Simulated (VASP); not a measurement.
# MoS2 (P6_3/mmc) in VASP: further runs, part 2 of 2

VASP 6.6.1.

### Step 4. Single point, PBEsol

This run uses another cell than the first one, of 19.94 Å³/atom.

File INCAR:

```
PREC = Accurate
ENCUT = 520
EDIFF = 1E-6
ISMEAR = 1
SIGMA = 0.0998
LREAL = F
LASPH = T
NELM = 60
ALGO = Normal
ISIF = 2
LWAVE = F
LCHARG = F
GGA = PS
NBANDS = 35
```

File KPOINTS:

```
Automatic mesh
0
Gamma
  12 12 2
```

File POSCAR:

```
MoS2
1.0
    3.2987000000      0.0000000000      0.0000000000
   -1.6493500000      2.8567579994      0.0000000000
    0.0000000000      0.0000000000     12.6960000000
Mo S
2 4
Direct
    0.3333333333      0.6666666667      0.2500000000
    0.6666666667      0.3333333333      0.7500000000
    0.3333333333      0.6666666667      0.6259932117
    0.6666666667      0.3333333333      0.1259932117
    0.3333333333      0.6666666667      0.8740067883
    0.6666666667      0.3333333333      0.3740067883
```

Potentials or basis: VASP PAW PBE potentials, release 64 (Mo_sv, S).

Command:

```sh
> cat potpaw_PBE.64/Mo_sv/POTCAR potpaw_PBE.64/S/POTCAR > POTCAR
> mpirun -np 1 vasp_std > vasp.out
```

OUTCAR:

```text
PREC = Accurate
   ENCUT = 520
   EDIFF = 1E-6
   ISMEAR = 1
   LREAL = F
   LASPH = T
   NELM = 60
   ISIF = 2
   GGA = PS

 ion  position               nearest neighbor table
   1  0.333  0.667  0.250-   4 2.47   6 2.47   4 2.47   6 2.47   4 2.47   6 2.47
   2  0.667  0.333  0.750-   3 2.47   5 2.47   3 2.47   5 2.47   3 2.47   5 2.47
   3  0.333  0.667  0.626-   2 2.47   2 2.47   2 2.47
   4  0.667  0.333  0.126-   1 2.47   1 2.47   1 2.47
   5  0.333  0.667  0.874-   2 2.47   2 2.47   2 2.47
   6  0.667  0.333  0.374-   1 2.47   1 2.47   1 2.47

  LATTYP: Found a hexagonal cell.
 ALAT       =     3.2987000000
 C/A-ratio  =     3.8487889168

  Lattice vectors:

 A1 = (   3.2987000000,   0.0000000000,   0.0000000000)
 A2 = (  -1.6493500000,   2.8567579994,   0.0000000000)
 A3 = (   0.0000000000,   0.0000000000,  12.6960000000)

Analysis of symmetry for initial positions (statically):
=====================================================================
 Subroutine PRICEL returns:
 Original cell was already a primitive cell.

 Routine SETGRP: Setting up the symmetry group for a
 hexagonal supercell.

[... 173 lines left out ...]
  free energy    TOTEN  =       -46.33416844 eV

  energy without entropy =      -46.33419156  energy(sigma->0) =      -46.33417615

 E-fermi :   6.1916     XC(G=0): -10.4164

 val. band max:        6.1085239301   @ k =   0.0000   0.0000   0.0000
 cond. band min:       6.8080774173   @ k =   0.3333   0.3333   0.0000
 fundamental gap:      0.6995534872
 Fermi energy:         6.1916391812

 k-point     1 :       0.0000    0.0000    0.0000
  band No.  band energies     occupation
      1     -55.4403      2.00000
      2     -55.4403      2.00000
      3     -29.5362      2.00000
      4     -29.5362      2.00000
      5     -29.4293      2.00000
      6     -29.4293      2.00000
[... 901 lines left out ...]
     34       9.1526      0.00000
     35      12.5815      0.00000

 [... further k-points ...]
[... 5 lines left out ...]
  --------------------------------------------------------------------------------------
  -------------------------------------------------------------------------------------
  Total      -10.5755362    -10.5755362     -7.2162853     -0.0000000      0.0000000      0.0000000
  in kB     -141.6216966   -141.6216966    -96.6364779     -0.0000000      0.0000000      0.0000000
  external PRESSURE =    -126.6266237 kB  Pullay stress =       0.0000000 kB

 VOLUME and BASIS-vectors are now :
 -----------------------------------------------------------------------------
  energy-cutoff  :      520.00
  volume of cell :      119.64
      direct lattice vectors                 reciprocal lattice vectors
     3.298700000  0.000000000  0.000000000     0.303149726  0.175023576  0.000000000
    -1.649350000  2.856757999  0.000000000     0.000000000  0.350047151  0.000000000
     0.000000000  0.000000000 12.696000000     0.000000000  0.000000000  0.078764965

 POSITION                                       TOTAL-FORCE (eV/Angst)
 -----------------------------------------------------------------------------------
     -0.00000      1.90451      3.17400        -0.000000      0.000000      0.000000
      1.64935      0.95225      9.52200         0.000000     -0.000000      0.000000
     -0.00000      1.90451      7.94761        -0.000000      0.000000      1.106721
      1.64935      0.95225      1.59961         0.000000     -0.000000      1.106721
     -0.00000      1.90451     11.09639        -0.000000      0.000000     -1.106721
      1.64935      0.95225      4.74839         0.000000     -0.000000     -1.106721
 -----------------------------------------------------------------------------------
    total drift:                               -0.000000      0.000000     -0.000000

  FREE ENERGIE OF THE ION-ELECTRON SYSTEM (eV)
  ---------------------------------------------------
  free  energy   TOTEN  =       -46.3341684412 eV

  energy  without entropy=      -46.3341915600  energy(sigma->0) =      -46.33417615
```

OSZICAR:

```text
N       E                     dE             d eps       ncg     rms          rms(c)
DAV:   1     0.423267492795E+03    0.42327E+03   -0.28867E+04  2956   0.139E+03
DAV:   2    -0.266236574518E+02   -0.44989E+03   -0.43525E+03  3189   0.355E+02
DAV:   3    -0.493162812741E+02   -0.22693E+02   -0.22278E+02  3269   0.720E+01
DAV:   4    -0.497788433171E+02   -0.46256E+00   -0.46117E+00  3204   0.105E+01
DAV:   5    -0.497879183421E+02   -0.90750E-02   -0.90735E-02  3185   0.148E+00    0.290E+01
DAV:   6    -0.474939553587E+02    0.22940E+01   -0.15812E+01  2873   0.244E+01    0.119E+01
DAV:   7    -0.467331732641E+02    0.76078E+00   -0.68649E+00  2869   0.161E+01    0.690E+00
DAV:   8    -0.463387176352E+02    0.39446E+00   -0.93968E-01  2917   0.615E+00    0.259E+00
DAV:   9    -0.463429514804E+02   -0.42338E-02   -0.11462E-01  3049   0.167E+00    0.111E+00
DAV:  10    -0.463345867117E+02    0.83648E-02   -0.34967E-02  2865   0.127E+00    0.443E-01
DAV:  11    -0.463344418089E+02    0.14490E-03   -0.20674E-03  2894   0.246E-01    0.262E-01
DAV:  12    -0.463341693973E+02    0.27241E-03   -0.61218E-04  2923   0.142E-01    0.974E-02
DAV:  13    -0.463341643593E+02    0.50380E-05   -0.17164E-04  3109   0.703E-02    0.175E-02
DAV:  14    -0.463341675414E+02   -0.31821E-05   -0.70189E-06  2655   0.135E-02    0.142E-02
DAV:  15    -0.463341684412E+02   -0.89979E-06   -0.12675E-06  2387   0.529E-03
   1 F= -.46334168E+02 E0= -.46334176E+02  d E =0.231188E-04
```

stdout:

```text
POSCAR found type information on POSCAR MoS
 POSCAR found :  2 types and       6 ions
 scaLAPACK will be used
 -----------------------------------------------------------------------------
|                                                                             |
|                                                                             |
|     You enforced a specific xc type in the INCAR file but a different       |
|     I HOPE YOU KNOW WHAT YOU ARE DOING!                                     |
|                                                                             |
 -----------------------------------------------------------------------------

 LDA part: xc-table for (Slater+PW92), standard interpolation
 POSCAR, INCAR and KPOINTS ok, starting setup
 FFT: planning ... GRIDC
 FFT: planning ... GRID_SOFT
 FFT: planning ... GRID
 WAVECAR not read
 entering main loop
```

Run time: 3.2 min. Hardware: 1 thread of Intel Xeon Platinum 8375C at 2.90GHz (Ice Lake), shared host; peak memory 0.31 GiB.

What came out:

```yaml
Free_energy: -46.3342 eV
Pressure: -12.7 GPa
Largest_force: 1.107 eV/Å
Band_gap_on_the_k_mesh: 0.70 eV (least direct gap 1.35 eV)
```

Forces in eV/Å, atoms in the order of the input:
```
Mo   0.000  0.000  0.000
Mo   0.000  0.000  0.000
S    0.000  0.000  1.107
S    0.000  0.000  1.107
S    0.000  0.000 -1.107
S    0.000  0.000 -1.107
```

Caveat: the cell stands under tension; the PAW data sets were made with another functional, which shifts forces and pressure a little; this functional lacks dispersion, which binds the layers, so the pressure and a relaxed spacing across them are unreliable. A k mesh can miss the band edges.

### Step 5. Single point, PBEsol

This run uses another cell than the first one, of 19.95 Å³/atom.

File INCAR:

```
SYSTEM = MoS2
ALGO = Normal
EDIFF = 1E-6
ENCUT = 520
GGA = PS
ISIF = 2
ISMEAR = 1
LASPH = .TRUE.
LCHARG = .TRUE.
LELF = .TRUE.
LREAL = .FALSE.
LVHAR = .TRUE.
LWAVE = .FALSE.
NBANDS = 35
NELM = 60
PREC = Accurate
SIGMA = 0.157
```

File KPOINTS:

```
k-points
0
G
  12 12 2
  0 0 0
```

Edit POSCAR of step 4 so:

```diff
@@ -2,5 +2,5 @@
 1.0
-    3.2987000000      0.0000000000      0.0000000000
-   -1.6493500000      2.8567579994      0.0000000000
-    0.0000000000      0.0000000000     12.6960000000
+    3.2359000000      0.0000000000      0.0000000000
+   -1.6179500000      2.8023716041      0.0000000000
+    0.0000000000      0.0000000000     13.1988000000
 Mo S
```

Command:

```sh
> cat potpaw_PBE.64/Mo_sv/POTCAR potpaw_PBE.64/S/POTCAR > POTCAR
> mpirun -np 1 vasp_std > vasp.out
```

Run time: 2.4 min. Hardware: 1 thread of Intel Xeon Platinum 8375C at 2.90GHz (Ice Lake), shared host; peak memory 0.29 GiB.

The run converged. Its results:

* Free energy: -46.3342 eV
* Pressure: -13.2 GPa
* Largest force: 1.763 eV/Å
* Band gap on the k mesh: 1.09 eV (least direct gap 1.59 eV)

Forces on the atoms (eV/Å):
```
Mo   0.000  0.000  0.000
Mo   0.000  0.000  0.000
S    0.000  0.000  1.763
S    0.000  0.000  1.763
S    0.000  0.000 -1.763
S    0.000  0.000 -1.763
```

Stress tensor (GPa, compression positive):
```
-11.76   0.00   0.00
  0.00 -11.76   0.00
  0.00   0.00 -16.03
```

Levels at points of the mesh, in eV from the valence-band top:
| k point | band 23 | band 24 | band 25 | band 26 | band 27 | band 28 | band 29 | band 30 |
| --- | --- | --- | --- | --- | --- | --- | --- | --- |
| (0.00, 0.00, 0.00) | -1.55 | -1.24 | -0.80 | 0.00 | 2.25 | 2.25 | 2.27 | 2.27 |
| (0.50, 0.00, 0.00) | -1.22 | -1.10 | -0.98 | -0.92 | 1.80 | 1.82 | 2.13 | 2.32 |
| (0.00, 0.00, 0.50) | -1.56 | -1.56 | -0.23 | -0.23 | 2.25 | 2.25 | 2.25 | 2.25 |
| (0.50, 0.00, 0.50) | -1.16 | -1.16 | -0.95 | -0.95 | 1.81 | 1.81 | 2.23 | 2.23 |

Caveat: the cell stands under tension; the PAW data sets were made with another functional, which shifts forces and pressure a little; this functional lacks dispersion, which binds the layers, so the pressure and a relaxed spacing across them are unreliable.

### Step 6. Summary

```tsv
cell	smearing	gap on the mesh (eV)	pressure (GPa)	largest force (eV/Å)
a = 3.299, b = 3.299, c = 12.570 Å, angles 90.0, 90.0, 120.0°, 6 atoms	methfessel-paxton 0.0838 eV	0.59	-11.6	0.86
a = 3.267, b = 3.267, c = 12.822 Å, angles 90.0, 90.0, 120.0°, 6 atoms	methfessel-paxton 0.131 eV	0.92	-12.0	1.21
a = 3.299, b = 3.299, c = 12.696 Å, angles 90.0, 90.0, 120.0°, 6 atoms	methfessel-paxton 0.0998 eV	0.70	-12.7	1.11
a = 3.236, b = 3.236, c = 13.199 Å, angles 90.0, 90.0, 120.0°, 6 atoms	methfessel-paxton 0.157 eV	1.09	-13.2	1.76
```

Alike in all rows: task single point; level PBEsol; potentials or basis VASP PAW PBE potentials, release 64 (Mo_sv, S); no spin polarisation; k mesh 12 × 12 × 2; cutoff (eV) 520.

Caveats: the cell stands under tension; the PAW data sets were made with another functional, which shifts forces and pressure a little; this functional lacks dispersion, which binds the layers, so the pressure and a relaxed spacing across them are unreliable.

Absolute energies hang on the potentials; compare differences alone.
